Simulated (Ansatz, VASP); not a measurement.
One calculation of WS, two programs

POSCAR

```
WS
1.0
    3.0078900000      0.0000000000      0.0000000000
    0.0000000000      3.0078900000      0.0000000000
    0.0000000000      0.0000000000      3.0078900000
W S
1 1
Direct
    0.5000000000      0.5000000000      0.5000000000
    0.0000000000      0.0000000000      0.0000000000
```

INCAR.step1

```
SYSTEM = WS
PREC = Accurate
ENCUT = 520
EDIFF = 1E-5
ISMEAR = -1
SIGMA = 0.05
LREAL = .FALSE.
LASPH = .TRUE.
NELM = 100
ALGO = Normal
ISIF = 2
LWAVE = .TRUE.
LCHARG = .FALSE.
NBANDS = 17
GGA = PE
```

INCAR.step2

```
SYSTEM = WS
PREC = Accurate
ENCUT = 520
EDIFF = 1E-6
ISMEAR = -1
SIGMA = 0.05
LREAL = .FALSE.
LASPH = .TRUE.
NELM = 100
ALGO = Normal
ISIF = 2
LWAVE = .FALSE.
LCHARG = .FALSE.
GGA = PS
LHFCALC = .TRUE.
AEXX = 0.25
HFSCREEN = 0.207
PRECFOCK = Normal
NBANDS = 17
ISTART = 1
```

Contents of KPOINTS:

```
regular mesh
0
G
  5 5 5
  0 0 0
```

Contents of input.yaml:

```yaml
crystal:
  lattice:
    - [3.00789, 0.0, 0.0]
    - [0.0, 3.00789, 0.0]
    - [0.0, 0.0, 3.00789]
  atoms:
    - { symbol: W, position: [0.5, 0.5, 0.5] }
    - { symbol: S, position: [0.0, 0.0, 0.0] }
hamiltonian:
  xc:
    exchange: hjs_pbesol
    correlation: pbesol
    exx: { coeff: 0.25, omega: 0.207 }
  pseudopotentials: { kind: paw }
kpoints:
  mp_grid: { grid: [5, 5, 5] }
  band_path:
    path:
      - [[0.0, 0.0, 0.0], [0.0, 0.5, 0.0], [0.5, 0.5, 0.0], [0.0, 0.0, 0.0], [0.5, 0.5, 0.5], [0.0, 0.5, 0.0]]
      - [[0.5, 0.5, 0.0], [0.5, 0.5, 0.5]]
    npoints: 4
scf:
  occupations: { method: fermi_dirac, width: 0.05 }
  n_extra_bands: 6
output:
  forces: true
  stress: true
  eigenvalues: true
  fatbands: false
```

Alike in both runs: functional PBEsol-based screened hybrid; k mesh 5 × 5 × 5; occupations fermi-dirac, width 0.05 eV; no spin polarisation.

|  | VASP | Ansatz |
| --- | --- | --- |
| version | VASP 6.6.1 | Ansatz 0.2.0 |
| potentials or method | VASP PAW PBE potentials, release 64 (W_sv, S) | Ansatz PAW |
| plane-wave cutoff (eV) | 520 | 420 |
| valence electrons in the cell | 20 | 20 |
| task | single point | band structure |

```csv
,VASP,Ansatz,Ansatz less VASP
gap on the k mesh at the Fermi level (eV),none,none,-
pressure (GPa),-13.1,-12.8,+0.27
```

VASP's potentials were made for PBE, not for PBEsol-based screened hybrid. A gap of «none» marks a metal or a gap that the smearing closes. The functional is the same, so the differences come from potentials, cutoffs and numerics.

The k mesh is coarse, so the values compare programs but aren't converged. Neither program's run includes spin-orbit coupling.
